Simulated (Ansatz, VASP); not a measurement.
**Ta: VASP beside Ansatz**

```xyz
1
Lattice="-1.5997 1.5997 1.6513 1.5997 -1.5997 1.6513 1.7029 1.7029 -1.6513" Properties=species:S:1:pos:R:3 pbc="T T T"
Ta    0.0000    0.0000    0.0000
```

Change from the starting cell: strain +0.0625 x Voigt [0, 0, 0, 0, 0, 1], atoms carried along.

Alike in both runs: task single point; functional r2SCAN; k mesh 20 × 20 × 20; occupations gaussian, width 0.15 eV; no spin polarisation.

|  | VASP | Ansatz |
| --- | --- | --- |
| version | VASP 6.6.1 | Ansatz 0.2.0 |
| potentials or method | VASP PAW PBE potentials, release 64 (Ta_pv), cutoff 520 eV | scalar-relativistic, plane waves, PAW |
| valence electrons in the cell | 11 | 13 |

VASP gave:

- gap on the k mesh at the Fermi level (eV): none
- pressure (GPa): 1.6
- traceless stress, the component that is largest in VASP (GPa): -4.55

**Question.** Estimate Ansatz's values.

**Answer.** gap on the k mesh at the Fermi level (eV): none; pressure (GPa): 1.0; traceless stress, the component that is largest in VASP (GPa): -4.53.

VASP's potentials were made for PBE, not for r2SCAN. A gap of «none» marks a metal or a gap that the smearing closes. VASP's potentials hold 11 valence electrons a cell and Ansatz's 13, so a difference there can come from the potentials and not from the codes.

Spin-orbit coupling is off throughout.
